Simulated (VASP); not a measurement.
**SiSb2: single point with PBE**

SiSb2:

```
CELL_PARAMETERS angstrom
0.00000 3.25752 3.25752
3.25752 0.00000 3.25752
3.25752 3.25752 0.00000
ATOMIC_POSITIONS crystal
Si 0.00000 0.00000 0.00000
Sb 0.25000 0.25000 0.25000
Sb 0.75000 0.75000 0.75000
```

- Program: VASP 6.6.1
- Task: single point
- Functional: PBE
- Potentials or basis: VASP PAW PBE potentials, release 64 (Si, Sb)
- Cutoff: 520 eV
- k mesh: 6 × 6 × 6
- Occupations: gaussian, width 0.1 eV
- Spin: no spin polarisation
- Dipole correction: no
- Further INCAR settings: ALGO = Normal; EDIFF = 1e-07; NBANDS = 14

```
Pressure               : 8.6 GPa
Band gap on the k mesh : zero (bands 7 and 8 overlap by 4.58 eV)
```

Levels at points of the mesh, in eV from the Fermi level:
```csv
k point,band 5,band 6,band 7,band 8,band 9,band 10
"(0.00, 0.00, 0.00)",-3.29,-3.24,-2.28,-2.28,-2.28,2.21
"(0.50, 0.00, 0.00)",-4.06,-2.29,-2.29,-1.63,2.93,3.74
"(0.50, 0.50, 0.00)",-5.95,-2.67,2.31,2.31,3.13,4.35
```

Run time: 18 s on 1 thread of Intel(R) Xeon(R) Platinum 8259CL CPU @ 2.50GHz (Skylake/Cascade Lake) (shared host), peak memory 0.2 GiB.

Caveat: the cell stands under pressure; spin-orbit coupling is left out, which moves the levels of the heavy elements.
